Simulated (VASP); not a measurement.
Set up this calculation in VASP 6.6.1, as the native input.

| Property | Result |
| --- | --- |
| Task | single point |
| Functional | PBE |
| Potentials or basis | VASP PAW PBE potentials, release 64 (Au, Bi_d) |
| Cutoff | 520 eV |
| k mesh | 6 × 6 × 6 |
| Occupations | gaussian, width 0.05 eV |
| Spin | no spin polarisation |
| Dipole correction | no |
| Further INCAR settings | ALGO = Fast; EDIFF = 1e-07; NBANDS = 20 |

The structure of BiAu lies in POSCAR:

```
BiAu
1.0
    0.0000000000      3.2339125783      3.2339125783
    3.2339125783      0.0000000000      3.2339125783
    3.2339125783      3.2339125783      0.0000000000
Au Bi
1 1
Direct
    0.0000000000      0.0000000000      0.0000000000
    0.2500000000      0.2500000000      0.2500000000
```

One way to write it, as run:

INCAR

```
ALGO = Fast ; EDIFF = 1E-7
ENCUT = 520 ; GGA = PE
ISIF = 2 ; ISMEAR = 0
LASPH = T ; LCHARG = F
LREAL = F ; LWAVE = F
NBANDS = 20 ; NELM = 100
PREC = Accurate ; SIGMA = 0.05
```

KPOINTS

```
k-points
0
Gamma
  6 6 6
```

Potentials or basis: VASP PAW PBE potentials, release 64 (Au, Bi_d).

Run with:

```console
$ cat potpaw_PBE.64/Au/POTCAR potpaw_PBE.64/Bi_d/POTCAR > POTCAR
$ mpirun -np 1 vasp_std > vasp.out
```

Results of the run:

```json
{
  "Pressure": "-0.2 GPa",
  "Band gap on the k mesh": "zero (bands 13 and 14 overlap by 3.40 eV)"
}
```

Caveat: spin-orbit coupling is left out, which moves the levels of the heavy elements.

Run time: 19 s on 1 thread of AMD EPYC 9R45 96-Core Processor (Zen 5) (shared host), peak memory 0.18 GiB.
